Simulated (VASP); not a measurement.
Crystal: Rh.

```
Rh
1.0
     0.00000    1.89785    1.89785
     1.89785    0.00000    1.89785
     1.89785    1.89785    0.00000
Rh
1
Direct
  0.00000 0.00000 0.00000
```

Base run:

| Quantity | Value |
| --- | --- |
| Program | VASP 6.6.1 |
| Functional | revPBE |
| Potentials or basis | VASP PAW PBE potentials, release 64 (Rh_pv) |
| Cutoff | 520 eV |
| k mesh | 15 × 15 × 15 |
| Occupations | gaussian, width 0.15 eV |
| Spin | no spin polarisation |

Its results: pressure 11.0 GPa.

Question: The run is repeated on the same cell with these changes: functional from revPBE to RPBE. What comes out?

Answer: Pressure 12.4 GPa.

Caveats: the PAW data sets were made with another functional, which shifts forces and pressure a little.
